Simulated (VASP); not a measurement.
Write the native input for VASP 6.6.1 that does the following.

| Item | Value |
| --- | --- |
| Task | single point |
| Functional | PBE |
| Potentials or basis | VASP PAW PBE potentials, release 64 (Cs_sv, Lu) |
| Cutoff | 520 eV |
| k mesh | 4 × 4 × 4 |
| Occupations | gaussian, width 0.1 eV |
| Spin | no spin polarisation |
| Dipole correction | no |
| Further INCAR settings | ALGO = Normal; EDIFF = 1e-06; NBANDS = 24 |

The structure of CsLu lies in POSCAR:

```
CsLu
1.0
    0.0000000000      3.4607044700      3.4607044700
    3.4607044700      0.0000000000      3.4607044700
    3.4607044700      3.4607044700      0.0000000000
Cs Lu
1 1
Direct
    0.5000000000      0.5000000000      0.5000000000
    0.0000000000      0.0000000000      0.0000000000
```

One way to write it, as run:

INCAR

```
SYSTEM = CsLu
PREC = Accurate
ENCUT = 520
EDIFF = 1E-6
ISMEAR = 0
SIGMA = 0.1
LREAL = .False.
LASPH = .True.
NELM = 80
ALGO = Normal
ISIF = 2
LWAVE = .False.
LCHARG = .False.
GGA = PE
NBANDS = 24
```

KPOINTS

```
regular mesh
0
Gamma
  4 4 4
  0 0 0
```

Potentials or basis: VASP PAW PBE potentials, release 64 (Cs_sv, Lu).

Run with:

```bash
$ cat potpaw_PBE.64/Cs_sv/POTCAR potpaw_PBE.64/Lu/POTCAR > POTCAR
$ mpirun -np 1 vasp_std > vasp.out
```

Results of the run:

The pressure is 4.2 GPa and the band gap on the k mesh is zero (band 17 reaches 2.34 eV, above the bottom of band 18 at 2.26 eV).

Caveat: the k points lie up to 0.39 Å⁻¹ apart; spin-orbit coupling is left out, which moves the levels of the heavy elements.

It took 9.8 s on 1 thread of Intel(R) Xeon(R) 6975P-C (Granite Rapids), on a shared host, peak memory 0.21 GiB.
